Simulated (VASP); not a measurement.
Write the native input for VASP 6.6.1 that does the following.

| Property | Result |
| --- | --- |
| Task | single point |
| Functional | PBE |
| Potentials or basis | VASP PAW PBE potentials, release 64 (Ti_sv, Sn_d, Te) |
| Cutoff | 520 eV |
| k mesh | 3 × 3 × 4 |
| Occupations | gaussian, width 0.1 eV |
| Spin | collinear spin, ferromagnetic start |
| Starting moments | [1.0, 0.0, 0.0, 0.0, 0.0] μB |
| Dipole correction | no |
| Further INCAR settings | ALGO = Normal; EDIFF = 1e-06; NBANDS = 34 |

The structure of TiSnTe3 lies in POSCAR:

```
TiSnTe3
1.0
    6.1714877607      0.0000000000      0.0000000000
   -3.0857438804      5.3446651799      0.0000000000
    0.0000000000      0.0000000000      5.4509905042
Ti Sn Te
1 1 3
Direct
    0.0000000000      0.0000000000      0.0000000000
    0.0000000000      0.0000000000      0.5000000000
    0.5000000000      0.0000000000      0.0000000000
    0.0000000000      0.5000000000      0.0000000000
    0.5000000000      0.5000000000      0.0000000000
```

The input as run:

INCAR

```
ALGO = Normal
EDIFF = 1E-6
ENCUT = 520
GGA = PE
ISIF = 2
ISMEAR = 0
ISPIN = 2
LASPH = T
LCHARG = T
LELF = T
LMAXMIX = 4
LORBIT = 11
LREAL = F
LVHAR = T
LWAVE = F
MAGMOM = 1 0 0 0 0
NBANDS = 34
NELM = 150
PREC = Accurate
SIGMA = 0.1
```

KPOINTS

```
k-points
0
Gamma
  3 3 4
```

Potentials or basis: VASP PAW PBE potentials, release 64 (Ti_sv, Sn_d, Te).

Run with:

```console
$ cat potpaw_PBE.64/Ti_sv/POTCAR potpaw_PBE.64/Sn_d/POTCAR potpaw_PBE.64/Te/POTCAR > POTCAR
$ mpirun -np 1 vasp_std > vasp.out
```

It gave:

```json
{
  "Pressure": "0.3 GPa",
  "Band gap on the k mesh": "zero (filled and empty bands overlap)",
  "Net moment": "0.00 μB per cell",
  "Valence electrons inside the program's atomic spheres": "Ti 10.11; Sn 12.16; Te 3.33"
}
```

Caveat: the k points lie up to 0.39 Å⁻¹ apart; spin-orbit coupling is left out, which moves the levels of the heavy elements.

Wall time 3.7 min on 1 thread of Intel Xeon 6975P-C, with other jobs on the host, peak memory 0.42 GiB.
